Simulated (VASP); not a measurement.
Wanted: the native input for a VASP 6.6.1 run.

- Task: single point
- Functional: PBE
- Potentials or basis: VASP PAW PBE potentials, release 64 (Al, O)
- Cutoff: 520 eV
- k mesh: 16 × 16 × 12
- Occupations: gaussian, width 0.1 eV
- Spin: collinear spin, ferromagnetic start
- Starting moments: [0.0, 0.48, 0.48] μB
- Dipole correction: no
- Further INCAR settings: ALGO = Normal; EDIFF = 1e-07; NBANDS = 18

The structure of AlO2 lies in POSCAR:

```
AlO2
1.0
    2.7422590880      0.0000000000      0.0000000000
    0.0000000000      2.7422590880      0.0000000000
    0.0000000000      0.0000000000      3.7017595395
Al O
1 2
Direct
    0.0000000000      0.0000000000      0.5000000000
    0.0000000000      0.0000000000      0.0000000000
    0.5000000000      0.5000000000      0.5000000000
```

The cell was built from a structure type or drawn by symmetry, and may not be a known phase.

These files were run (other wordings do the same):

INCAR

```
PREC     = Accurate       # precision mode
ENCUT    = 520            # plane-wave cutoff, eV
EDIFF    = 1E-7           # SCF threshold, eV
ISMEAR   = 0              # smearing method
SIGMA    = 0.1            # smearing width, eV
LREAL    = F              # projectors in reciprocal space
LASPH    = T              # aspherical terms in the spheres
NELM     = 150            # most SCF steps
ALGO     = Normal         # electronic algorithm
ISIF     = 2              # what is computed and relaxed
LWAVE    = F              # write WAVECAR
LCHARG   = T              # write CHGCAR
ISPIN    = 2              # spin polarisation
MAGMOM   = 0 0.48 0.48    # initial moments
LORBIT   = 11             # projections on sites
GGA      = PE             # functional
LELF     = T              # ELF
LVHAR    = T            
NBANDS   = 18             # bands
```

KPOINTS

```
Automatic mesh
0
Gamma
  16 16 12
```

Potentials or basis: VASP PAW PBE potentials, release 64 (Al, O).

The run is started by

```bash
$ cat potpaw_PBE.64/Al/POTCAR potpaw_PBE.64/O/POTCAR > POTCAR
$ mpirun -np 1 vasp_std > vasp.out
```

It gave:

```json
{
  "Pressure": "-0.2 GPa",
  "Band gap on the k mesh": "zero (filled and empty bands overlap)",
  "Net moment": "1.00 μB per cell",
  "Site moments": "Al -0.01; O +0.70, +0.16 μB",
  "Valence electrons inside the program's atomic spheres": "Al 0.69; O 4.94, 5.12"
}
```

Run time: 3.1 min on 1 thread of AMD EPYC 7R13 Processor (Zen 3), with other jobs on the host, peak memory 0.28 GiB.
